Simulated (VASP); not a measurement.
A run of VASP 6.6.1:

INCAR

```
  PREC = Accurate
  ENCUT = 520
  EDIFF = 1E-7
  ISMEAR = -1
  SIGMA = 0.05
  LREAL = Auto
  LASPH = T
  NELM = 80
  ALGO = Normal
  ISIF = 2
  LWAVE = F
  LCHARG = F
  NBANDS = 53
```

Contents of KPOINTS:

```
Automatic mesh
0
Gamma
  2 2 2
```

Contents of POSCAR:

```
Si16Ge
1.0
    0.0000000000      5.4300000000      5.4300000000
    5.4300000000      0.0000000000      5.4300000000
    5.4300000000      5.4300000000      0.0000000000
Si Ge
16 1
Direct
    0.0559204420     -0.0186990792     -0.0186106814
    0.1347745856      0.1266578269      0.1268302026
   -0.0101975138      0.0134105893      0.4984109576
    0.1348962247      0.1266155617      0.6117181400
   -0.0099302947      0.4982065378      0.0133778085
    0.1347031308      0.6116618785      0.1268228361
   -0.0101449355      0.4982086556      0.4983907919
    0.0685992634      0.6437476980      0.6437620626
    0.5063354512      0.0117323204      0.0112743094
    0.6796787293      0.1067674954      0.1066251381
    0.5065220074      0.0116164825      0.4704951197
    0.6181777164      0.1545650092      0.6131847145
    0.5062442910      0.4704299263      0.0115164825
    0.6185188766      0.6133269797      0.1547665746
    0.4448784530      0.5183845304      0.5183541436
    0.6182530387      0.6139368324      0.6131959484
    0.5626142726      0.8120700737      0.8129151934
```

Potentials or basis: VASP PAW LDA potentials, release 64 (Si, Ge_d).

Run with:

```bash
$ cat potpaw_LDA.64/Si/POTCAR potpaw_LDA.64/Ge_d/POTCAR > POTCAR
$ mpirun -np 1 vasp_std > vasp.out
```

Hardware: 1 thread of Intel(R) Xeon(R) 6975P-C (Granite Rapids), with other jobs on the host.

Estimate the wall time of this run.

It took 84 s on 1 thread of Intel(R) Xeon(R) 6975P-C (Granite Rapids) (shared host), peak memory 0.4 GiB. Counts: scf iterations 14, k points 8.
